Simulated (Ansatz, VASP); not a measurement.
**FeSi in VASP and in Ansatz**

```xyz
8
Lattice="4.3800 0.0000 0.0000 0.0000 4.3800 0.0000 0.0000 0.0000 4.3800" Properties=species:S:1:pos:R:3 pbc="T T T"
Fe    0.5978    0.5978    0.5978
Fe    1.5922    3.7822    2.7878
Fe    2.7878    1.5922    3.7822
Fe    3.7822    2.7878    1.5922
Si    3.6821    3.6821    3.6821
Si    2.8879    0.6979    1.4921
Si    1.4921    2.8879    0.6979
Si    0.6979    1.4921    2.8879
```

Alike in both runs: functional LDA; k mesh 8 × 8 × 8; no spin polarisation.

Ansatz relaxed the structure, and its values are those at the end. VASP's run is a single point on that final structure, the one shown.

|  | VASP | Ansatz |
| --- | --- | --- |
| version | VASP 6.6.1 | Ansatz 0.2.0 |
| potentials or method | VASP PAW LDA potentials, release 64 (Fe, Si) | scalar-relativistic, plane waves, PAW |
| plane-wave cutoff (eV) | 520 | 420 |
| occupations | gaussian, width 0.01 eV | fixed |
| valence electrons in the cell | 48 | 80 |

VASP gave:

- gap on the k mesh at the Fermi level (eV): 0.13
- least direct gap on the mesh (eV): 0.16
- pressure (GPa): -1.1
- rms of the force components (eV/Å): 0.019

Question: Which values does Ansatz return?

Answer: gap on the k mesh at the Fermi level (eV): 0.14; least direct gap on the mesh (eV): 0.17; pressure (GPa): -1.9; rms of the force components (eV/Å): 0.001.

LDA's correlation is that of Perdew and Zunger in VASP and of Perdew and Wang (1992) in Ansatz. VASP's potentials hold 48 valence electrons a cell and Ansatz's 80, so a difference there can come from the potentials and not from the codes. Ansatz's warnings: stress scf threshold loose.
